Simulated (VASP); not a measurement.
# Ti: single point with r2SCAN

The system is Ti.

```xyz
1
Lattice="-1.5040 1.6259 1.6259 1.5040 -1.6259 1.6259 1.5040 1.6259 -1.6259" Properties=species:S:1:pos:R:3 pbc="T T T"
Ti    0.0000    0.0000    0.0000
```

This cell differs from its parent crystal: strain -0.0750 x Voigt [1, 0, 0, 0, 0, 0].

```
Program             : VASP 6.6.1
Task                : single point
Functional          : r2SCAN
Potentials or basis : VASP PAW PBE potentials, release 64 (Ti_sv)
Cutoff              : 520 eV
k mesh              : 26 × 26 × 26
Occupations         : gaussian, width 0.15 eV
Spin                : no spin polarisation
```

```json
{
  "Pressure": "10.5 GPa",
  "Band gap on the k mesh": "zero (bands 6 and 7 overlap by 1.94 eV)"
}
```

Stress tensor (GPa, compression positive):
```
 8.69  0.00  0.00
 0.00 11.37  0.00
 0.00  0.00 11.37
```

Levels at points of the mesh, in eV from the Fermi level:
```tsv
k point	band 4	band 5	band 6	band 7	band 8	band 9
(0.00, 0.00, 0.00)	-33.43	-6.52	0.76	1.48	1.48	2.71
(0.50, 0.00, 0.00)	-33.41	-2.82	0.13	0.85	2.67	3.42
(0.00, 0.50, 0.00)	-33.47	-2.84	-0.71	1.49	3.23	3.94
(0.50, 0.50, 0.50)	-33.95	-2.73	-2.52	4.53	4.53	4.65
```

Run time: 24 min on 1 thread of Oxide Virtual Turin-like Processor (shared host), peak memory 0.3 GiB.

Caveat: the cell differs from its parent crystal (strain -0.0750 x Voigt [1, 0, 0, 0, 0, 0]); the cell stands under pressure; the PAW data sets were made with another functional, which shifts forces and pressure a little.
